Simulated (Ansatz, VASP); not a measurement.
# One calculation of S, two programs

```
CELL_PARAMETERS angstrom
-1.17792 1.17792 3.57385
1.17792 -1.17792 3.57385
1.17792 1.17792 -3.57385
ATOMIC_POSITIONS crystal
S 0.00000 0.00000 0.00000
```

Alike in both runs: functional r2SCAN; k mesh 8 × 8 × 8; occupations gaussian, width 0.1 eV; no spin polarisation.

Ansatz relaxed the structure, and its values are those at the end. VASP's run is a single point on that final structure, the one shown.

```csv
,VASP,Ansatz
version,VASP 6.6.1,Ansatz 0.2.0
potentials or method,"VASP PAW PBE potentials, release 64 (S), cutoff 520 eV","scalar-relativistic, plane waves, PAW"
valence electrons in the cell,6,6
```

```csv
,VASP,Ansatz,Ansatz less VASP
gap on the k mesh at the Fermi level (eV),none,none,-
pressure (GPa),-0.3,0.1,+0.37
```

VASP's potentials were made for PBE, not for r2SCAN. A gap of «none» marks a metal or a gap that the smearing closes. The functional is the same, so the differences come from potentials, cutoffs and numerics.

The k mesh is coarse, so the values compare programs but aren't converged.
